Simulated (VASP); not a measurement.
# Os (Pm-3n) in VASP: single point with PBE

Aim: the single point of Os with PBE.

Program: VASP 6.6.1. These are calculated values, not measurements. Logs are shortened: lines on timing, memory, paths and dates and some standing lists are left out, and cuts for length are marked.

## (1) The cell of the first run

It takes space group Pm-3n (No. 223, cubic). The conventional cell has a = 4.911 Å, b = 4.911 Å, c = 4.911 Å, α = 90.00°, β = 90.00°, γ = 90.00°. Within 3.6 Å of Os (site symmetry m-3) lie 12 Os at 2.75 Å. Os (site symmetry -4m2) has 14 Os at 2.46 to 3.01 Å within 3.2 Å.

## (2) Single point, PBE

INCAR

```
ALGO     = Normal         # electronic algorithm
EDIFF    = 1E-7           # SCF threshold, eV
ENCUT    = 520            # plane-wave cutoff, eV
GGA      = PE             # functional
ISIF     = 2              # what is computed and relaxed
ISMEAR   = -1             # smearing method
LASPH    = True           # aspherical terms in the spheres
LCHARG   = False          # write CHGCAR
LREAL    = False          # projectors in reciprocal space
LWAVE    = False          # write WAVECAR
NBANDS   = 42             # bands
NELM     = 60             # most SCF steps
PREC     = Accurate       # precision mode
SIGMA    = 0.1            # smearing width, eV
```

KPOINTS

```
k-points
0
Gamma
  7 7 7
```

POSCAR

```
Os
1.0
    4.9114294118      0.0000000000      0.0000000000
    0.0000000000      4.9114294118      0.0000000000
    0.0000000000      0.0000000000      4.9114294118
Os
8
Direct
    1.0000000000      1.0000000000      0.0000000000
    0.5000000000      0.5000000000      0.5000000000
    0.2500000000      1.0000000000      0.5000000000
    0.7500000000      0.0000000000      0.5000000000
    0.5000000000      0.2500000000      0.0000000000
    0.5000000000      0.7500000000      0.0000000000
    0.0000000000      0.5000000000      0.2500000000
    0.0000000000      0.5000000000      0.7500000000
```

Potentials or basis: VASP PAW PBE potentials, release 64 (Os).

Command:

```console
$ cat potpaw_PBE.64/Os/POTCAR > POTCAR
$ mpirun -np 1 vasp_std > vasp.out
```

OUTCAR:

```text
EDIFF = 1E-7
   ENCUT = 520
   GGA = PE
   ISIF = 2
   ISMEAR = -1
   LASPH = True
   LREAL = False
   NELM = 60
   PREC = Accurate

 ion  position               nearest neighbor table
   1  0.000  0.000  0.000-   3 2.75   4 2.75   5 2.75   6 2.75   7 2.75   8 2.75   3 2.75   4 2.75
                             7 2.75   8 2.75   5 2.75   6 2.75
   2  0.500  0.500  0.500-   3 2.75   4 2.75   5 2.75   6 2.75   7 2.75   8 2.75   5 2.75   6 2.75
                             3 2.75   4 2.75   7 2.75   8 2.75
   3  0.250  0.000  0.500-   4 2.46   4 2.46   1 2.75   1 2.75   2 2.75   2 2.75   8 3.01   5 3.01
                             5 3.01   6 3.01   6 3.01   7 3.01   8 3.01   7 3.01
   4  0.750  0.000  0.500-   3 2.46   3 2.46   1 2.75   1 2.75   2 2.75   2 2.75   8 3.01   5 3.01
                             5 3.01   6 3.01   6 3.01   7 3.01   8 3.01   7 3.01
   5  0.500  0.250  0.000-   6 2.46   6 2.46   1 2.75   2 2.75   2 2.75   1 2.75   8 3.01   4 3.01
                             3 3.01   4 3.01   3 3.01   7 3.01   7 3.01   8 3.01
   6  0.500  0.750  0.000-   5 2.46   5 2.46   1 2.75   2 2.75   2 2.75   1 2.75   8 3.01   4 3.01
                             3 3.01   4 3.01   3 3.01   7 3.01   7 3.01   8 3.01
   7  0.000  0.500  0.250-   8 2.46   8 2.46   1 2.75   2 2.75   1 2.75   2 2.75   3 3.01   4 3.01
                             5 3.01   3 3.01   4 3.01   6 3.01   5 3.01   6 3.01
   8  0.000  0.500  0.750-   7 2.46   7 2.46   1 2.75   2 2.75   1 2.75   2 2.75   3 3.01   4 3.01
                             5 3.01   3 3.01   4 3.01   6 3.01   5 3.01   6 3.01

  LATTYP: Found a simple cubic cell.
 ALAT       =     4.9114294118

  Lattice vectors:

 A1 = (   4.9114294118,   0.0000000000,   0.0000000000)
 A2 = (   0.0000000000,   4.9114294118,   0.0000000000)
 A3 = (   0.0000000000,   0.0000000000,   4.9114294118)

Analysis of symmetry for initial positions (statically):
=====================================================================
 Subroutine PRICEL returns:
 Original cell was already a primitive cell.

 Routine SETGRP: Setting up the symmetry group for a
 simple cubic supercell.

 Subroutine GETGRP returns: Found 48 space group operations
 (whereof 24 operations were pure point group operations)
 out of a pool of 48 trial point group operations.

The static configuration has the point symmetry T_h .
 The point group associated with its full space group is O_h .

Analysis of symmetry for dynamics (positions and initial velocities):
=====================================================================
 Subroutine PRICEL returns:
 Original cell was already a primitive cell.

 Routine SETGRP: Setting up the symmetry group for a
 simple cubic supercell.

 Subroutine GETGRP returns: Found 48 space group operations
 (whereof 24 operations were pure point group operations)
 out of a pool of 48 trial point group operations.

The dynamic configuration has the point symmetry T_h .
 The point group associated with its full space group is O_h .

 Subroutine INISYM returns: Found 48 space group operations
 (whereof 24 operations are pure point group operations),
 and found     1 'primitive' translations

----------------------------------------------------------------------------------------

                                     Primitive cell

  volume of cell :     118.4742

  direct lattice vectors                    reciprocal lattice vectors
     4.911429412  0.000000000  0.000000000     0.203606713  0.000000000  0.000000000
     0.000000000  4.911429412  0.000000000     0.000000000  0.203606713  0.000000000
     0.000000000  0.000000000  4.911429412     0.000000000  0.000000000  0.203606713

  length of vectors
     4.911429412  4.911429412  4.911429412     0.203606713  0.203606713  0.203606713

  position of ions in fractional coordinates (direct lattice)
     0.000000000  0.000000000  0.000000000
     0.500000000  0.500000000  0.500000000
     0.250000000  0.000000000  0.500000000
     0.750000000  0.000000000  0.500000000
     0.500000000  0.250000000  0.000000000
     0.500000000  0.750000000  0.000000000
     0.000000000  0.500000000  0.250000000
     0.000000000  0.500000000  0.750000000

  ion indices of the primitive-cell ions
   primitive index   ion index
                 1           1
                 2           2
                 3           3
                 4           4
                 5           5
                 6           6
                 7           7
                 8           8

----------------------------------------------------------------------------------------

 KPOINTS: k-points

Automatic generation of k-mesh.
 Grid dimensions read from file:
 generate k-points for:    7    7    7

 Generating k-lattice:

  Cartesian coordinates                     Fractional coordinates (reciprocal lattice)
     0.029086673  0.000000000  0.000000000     0.142857143  0.000000000  0.000000000
     0.000000000  0.029086673  0.000000000     0.000000000  0.142857143  0.000000000
     0.000000000  0.000000000  0.029086673     0.000000000  0.000000000  0.142857143

  Length of vectors
     0.029086673  0.029086673  0.029086673

  Shift w.r.t. Gamma in fractional coordinates (k-lattice)
     0.000000000  0.000000000  0.000000000

 Subroutine IBZKPT returns following result:
 ===========================================

 Found     20 irreducible k-points:

 Following reciprocal coordinates:
            Coordinates               Weight
  0.000000  0.000000  0.000000      1.000000
  0.142857  0.000000  0.000000      6.000000
  0.285714  0.000000  0.000000      6.000000
  0.428571  0.000000  0.000000      6.000000
  0.142857  0.142857  0.000000     12.000000
  0.285714  0.142857  0.000000     24.000000
[... 12 lines left out ...]
  0.428571  0.428571  0.285714     24.000000
  0.428571  0.428571  0.428571      8.000000
   k-points           NKPTS =     20   k-points in BZ     NKDIM =     20   number of bands    NBANDS=     42
   number of dos      NEDOS =    301   number of ions     NIONS =      8
   total plane-waves  NPLWV =  64000
   dimension x,y,z NGX =    40 NGY =   40 NGZ =   40
   dimension x,y,z NGXF=    80 NGYF=   80 NGZF=   80
   ions per type =               8
   NGX,Y,Z   is equivalent  to a cutoff of  13.54, 13.54, 13.54 a.u.
   NGXF,Y,Z  is equivalent  to a cutoff of  27.08, 27.08, 27.08 a.u.
 SYSTEM =  unknown system
   PREC   = accura    normal or accurate (medium, high low for compatibility)
   ISTART =      0    job   : 0-new  1-cont  2-samecut
   ICHARG =      2    charge: 1-file 2-atom 10-const
   ISPIN  =      1    spin polarized calculation?
   LNONCOLLINEAR =      F non collinear calculations
   LSORBIT =      F    spin-orbit coupling
   LASPH  =      T    aspherical Exc in radial PAW
   ENCUT  =  520.0 eV  38.22 Ry    6.18 a.u.   9.13  9.13  9.13*2*pi/ulx,y,z
   NELM   =     60;   NELMIN=  2; NELMDL= -5     # of ELM steps
   EDIFF  = 0.1E-06   stopping-criterion for ELM
   LREAL  =      F    real-space projection
   EDIFFG = 0.1E-05   stopping-criterion for IOM
   NSW    =      0    number of steps for IOM
   IBRION =     -1    ionic relax: 0-MD 1-quasi-New 2-CG
   NFREE  =      0    steps in history (QN), initial steepest desc. (CG)
   ISIF   =      2    stress and relaxation
   ISYM   =      2    0-nonsym 1-usesym 2-fastsym
   POTIM  = 0.5000    time-step for ionic-motion
   TEBEG  =    0.0;   TEEND  =   0.0 temperature during run
   PSTRESS=    0.0 pullay stress
   NELECT =      64.0000    total number of electrons
   NUPDOWN=      -1.0000    fix difference up-down
   EMIN   =  10.00;   EMAX   =-10.00  energy-range for DOS
   EFERMI =   0.00;   METHOD = LEGACY
   ISMEAR =    -1;   SIGMA  =   0.10  broadening in eV -4-tet -1-fermi 0-gaus
   EFERMI_NEDOS =   21; number of points for ismear=-14 and -15
   IALGO  =     38    algorithm
   IMIX   =      4    mixing-type and parameters
     AMIX     =   0.40;   BMIX     =  1.00
     AMIX_MAG =   1.60;   BMIX_MAG =  1.00
  volume/ion in A,a.u.               =      14.81        99.94
  Fermi-wavevector in a.u.,A,eV,Ry     =   1.333297  2.519566 24.186818  1.777681
  Thomas-Fermi vector in A             =   2.462166
   LORBIT       =      0    0 simple, 1 ext, 2 COOP (PROOUT), +10 PAW based schemes
   GGA     = PE    functional components
   LHFCALC =     F    Hartree Fock is set to
   AEXX    =    0.0000 exact exchange contribution
   IVDW    =     0    specifies the selected vdW correction
   LEPSILON=     F    determine dielectric tensor
   LRPA    =     F    only Hartree local field effects (RPA)
 non-spin polarized calculation
  energy-cutoff  :      520.00
  volume of cell :      118.47
 maximum number of plane-waves:      3205
 NGX is ok and might be reduce to    40
   NGX = 19   NGY = 19   NGZ = 19

 number of electron      63.9999999 magnetization

 Free energy of the ion-electron system (eV)
  ---------------------------------------------------
  ext. energy  EPLUGINS =         0.00000000
  ---------------------------------------------------
  free energy    TOTEN  =       -85.23805052 eV

  energy without entropy =      -84.92968089  energy(sigma->0) =      -85.08386570

 E-fermi :   8.8871     XC(G=0): -13.7002

 val. band max:        8.8668354532   @ k =   0.2857   0.0000   0.0000
 cond. band min:       8.8930297251   @ k =   0.2857   0.1429   0.0000
 fundamental gap:      0.0261942719
 Fermi energy:         8.8871116333

 k-point     1 :       0.0000    0.0000    0.0000
  band No.  band energies     occupation
      1      -1.8074      2.00000
      2       1.2100      2.00000
      3       1.2100      2.00000
      4       2.4871      2.00000
      5       2.7376      2.00000
      6       2.7376      2.00000
[... 34 lines left out ...]
     41      10.9291      0.00000
     42      12.6911      0.00000
[... 814 lines left out ...]
      2       2.1289      2.00000
      3       2.1289      2.00000
      4       2.4514      2.00000
      5       2.4619      2.00000
      6       2.4619      2.00000
[... 34 lines left out ...]
     41      10.2478      0.00000
     42      10.3874      0.00000

------------------------ aborting loop because EDIFF is reached ----------------------------------------

  FORCE on cell =-STRESS in cart. coord.  units (eV):
  Direction    XX          YY          ZZ          XY          YZ          ZX
  --------------------------------------------------------------------------------------
  -------------------------------------------------------------------------------------
  Total       -0.3408785     -0.3408785     -0.3408785     -0.0000000      0.0000000      0.0000000
  in kB       -4.6098472     -4.6098472     -4.6098472     -0.0000000      0.0000000      0.0000000
  external PRESSURE =      -4.6098472 kB  Pullay stress =       0.0000000 kB

 VOLUME and BASIS-vectors are now :
 -----------------------------------------------------------------------------
  energy-cutoff  :      520.00
  volume of cell :      118.47
      direct lattice vectors                 reciprocal lattice vectors
     4.911429412  0.000000000  0.000000000     0.203606713  0.000000000  0.000000000
     0.000000000  4.911429412  0.000000000     0.000000000  0.203606713  0.000000000
     0.000000000  0.000000000  4.911429412     0.000000000  0.000000000  0.203606713

 POSITION                                       TOTAL-FORCE (eV/Angst)
 -----------------------------------------------------------------------------------
      0.00000      0.00000      0.00000         0.000000      0.000000      0.000000
      2.45571      2.45571      2.45571         0.000000      0.000000      0.000000
      1.22786      0.00000      2.45571         0.000000      0.000000     -0.000000
      3.68357      0.00000      2.45571        -0.000000     -0.000000     -0.000000
      2.45571      1.22786      0.00000        -0.000000      0.000000     -0.000000
      2.45571      3.68357      0.00000         0.000000      0.000000     -0.000000
      0.00000      2.45571      1.22786        -0.000000     -0.000000     -0.000000
      0.00000      2.45571      3.68357        -0.000000     -0.000000      0.000000
 -----------------------------------------------------------------------------------
    total drift:                               -0.000000     -0.000000     -0.000000

  FREE ENERGIE OF THE ION-ELECTRON SYSTEM (eV)
  ---------------------------------------------------
  free  energy   TOTEN  =       -85.2380505215 eV

  energy  without entropy=      -84.9296808864  energy(sigma->0) =      -85.08386570
```

Run time: 4.3 min. Hardware: 1 thread of Intel Xeon 8259CL, shared host; peak memory 0.27 GiB.

Results:

```
Free energy            : -85.2381 eV
Pressure               : -0.5 GPa
Band gap on the k mesh : zero (bands 32 and 33 overlap by 0.68 eV)
```

Levels at points of the mesh, in eV from the Fermi level:
| k point | band 29 | band 30 | band 31 | band 32 | band 33 | band 34 | band 35 | band 36 |
| --- | --- | --- | --- | --- | --- | --- | --- | --- |
| (0.00, 0.00, 0.00) | -0.70 | -0.70 | -0.70 | -0.42 | -0.42 | 0.45 | 0.45 | 1.31 |

Caveat: spin-orbit coupling is left out, which moves the levels of the heavy elements.

The gap in the log of VASP goes by the Fermi energy; the results here count the filled bands.